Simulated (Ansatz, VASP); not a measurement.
# Sn3Se: VASP beside Ansatz

File POSCAR:

```
Sn3Se
1.0
    0.0000000000      3.7578614887      3.7578614887
    3.7578614887      0.0000000000      3.7578614887
    3.7578614887      3.7578614887      0.0000000000
Sn Se
3 1
Direct
    0.5000000000      0.5000000000      0.5000000000
    0.7500000000      0.7500000000      0.7500000000
    0.2500000000      0.2500000000      0.2500000000
    0.0000000000      0.0000000000      0.0000000000
```

Contents of INCAR.step1:

```
SYSTEM = Sn3Se
PREC = Accurate ; ENCUT = 520
ISMEAR = -1 ; SIGMA = 0.05
LREAL = .False. ; LASPH = .True.
NELM = 60 ; NBANDS = 32
GGA = PE ; ALGO = Normal
EDIFF = 1E-4 ; LWAVE = .True.
LCHARG = .False.
```

INCAR.step2

```
SYSTEM = Sn3Se
PREC = Accurate ; ENCUT = 520
EDIFF = 1E-6 ; ISMEAR = -1
SIGMA = 0.05 ; LREAL = .False.
LASPH = .True. ; NELM = 60
ALGO = Normal ; ISIF = 2
LWAVE = .False. ; LCHARG = .False.
METAGGA = R2SCAN ; LMIXTAU = .True.
NBANDS = 32 ; ISTART = 1
```

Contents of KPOINTS:

```
regular mesh
0
Gamma
  6 6 6
  0 0 0
```

Contents of input.yaml:

```yaml
crystal:
  lattice:
    - [0.0, 3.7578614887, 3.7578614887]
    - [3.7578614887, 0.0, 3.7578614887]
    - [3.7578614887, 3.7578614887, 0.0]
  atoms:
    - { symbol: Sn, position: [0.5, 0.5, 0.5] }
    - { symbol: Sn, position: [0.75, 0.75, 0.75] }
    - { symbol: Sn, position: [0.25, 0.25, 0.25] }
    - { symbol: Se, position: [0.0, 0.0, 0.0] }
hamiltonian:
  xc: r2scan
  pseudopotentials: { kind: paw }
kpoints:
  mp_grid: { grid: [6, 6, 6] }
scf:
  occupations: { method: fermi_dirac, width: 0.05 }
output:
  forces: true
  stress: true
  eigenvalues: true
```

Alike in both runs: task single point; functional r2SCAN; k mesh 6 × 6 × 6; occupations fermi-dirac, width 0.05 eV; no spin polarisation.

|  | VASP | Ansatz |
| --- | --- | --- |
| version | VASP 6.6.1 | Ansatz 0.2.0 |
| potentials or method | VASP PAW PBE potentials, release 64 (Sn_d, Se) | Ansatz PAW |
| plane-wave cutoff (eV) | 520 | 500 |
| valence electrons in the cell | 48 | 58 |

|  | VASP | Ansatz | Ansatz less VASP |
| --- | --- | --- | --- |
| gap on the k mesh at the Fermi level (eV) | none | none | - |
| pressure (GPa) | -2.3 | -2.2 | +0.02 |

VASP's potentials were made for PBE, not for r2SCAN. A gap of «none» marks a metal or a gap that the smearing closes. With one functional, cell and mesh, what is left measures potentials, basis and numerics. VASP's potentials hold 48 valence electrons a cell and Ansatz's 58, so a difference there can come from the potentials and not from the codes.
